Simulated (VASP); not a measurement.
# Hf: single point with PBE

Hf:

```
CELL_PARAMETERS angstrom
3.20451 0.00000 0.00000
-1.60225 2.77518 0.00000
0.00000 0.00000 5.07382
ATOMIC_POSITIONS crystal
Hf 0.33333 0.66667 0.25000
Hf 0.66667 0.33333 0.75000
```

```json
{
 "Program": "VASP 6.6.1",
 "Task": "single point",
 "Functional": "PBE",
 "Potentials or basis": "VASP PAW PBE potentials, release 64 (Hf_pv)",
 "Cutoff": "520 eV",
 "k mesh": "19 × 19 × 10",
 "Occupations": "fermi-dirac, width 0.1 eV",
 "Spin": "no spin polarisation"
}
```

```json
{"Pressure": "-0.5 GPa", "Band gap on the k mesh": "zero (bands 10 and 11 overlap by 1.62 eV)"}
```

Stress tensor (GPa, compression positive):
```
-0.46  0.00  0.00
 0.00 -0.46  0.00
 0.00  0.00 -0.58
```

Levels at points of the mesh, in eV from the Fermi level:
```
           k point  band 7  band 8  band 9  band 10  band 11  band 12  band 13  band 14
(0.00, 0.00, 0.00)   -7.34   -3.67    0.62     1.19     1.19     1.46     2.00     2.00
(0.00, 0.00, 0.50)   -5.38   -5.38    0.16     0.16     1.09     1.09     1.09     1.09
```

Wall time 61 s on 1 thread of Intel(R) Xeon(R) Platinum 8488C (Sapphire Rapids), with other jobs on the host, peak memory 0.28 GiB.

Caveat: spin-orbit coupling is left out, which moves the levels of the heavy elements.
